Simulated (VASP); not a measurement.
Runs of VASP 6.6.1 on Mg4CdS3. The structure is that of space group Pm-3m (No. 221), or close to it. The cells are those of the table. 

| task | cell | gap on the mesh (eV) | pressure (GPa) | relaxed volume (Å³/atom) |
| --- | --- | --- | --- | --- |
| relaxation of cell and atoms | relaxed from a = 5.527 Å, 8 atoms | none | -0.2 | (a) |
| relaxation of cell and atoms | relaxed from a = 5.370 Å, 8 atoms | none | 0.0 | 19.99 |
| relaxation of cell and atoms | relaxed from a = 5.089 Å, 8 atoms | none | 0.1 | 19.95 |
| single point | a = 5.412 Å, 8 atoms | none | 0.5 | - |
| single point | a = 5.434 Å, 8 atoms | none | -0.2 | - |
| single point | a = 5.436 Å, angles 88.7°, 8 atoms | none | -0.2 | - |
| single point | a = 5.436 Å, 8 atoms | none | -0.2 | - |

Alike in all rows: level PBE; potentials or basis VASP PAW PBE potentials, release 64 (Mg, Cd, S); no spin polarisation; k mesh 3 × 3 × 3; cutoff (eV) 600; smearing gaussian 0.2 eV.

Q: Fill in the values left out.

A: (a) 20.06.

Caveats: all runs use coarse meshes; the volume moved by over 15 % at a fixed basis, so the end points are rough (some runs).

A k mesh can miss the band edges, and the runs leave out spin-orbit coupling on Cd.

A gap of «none» marks levels without a gap at the run's occupations.
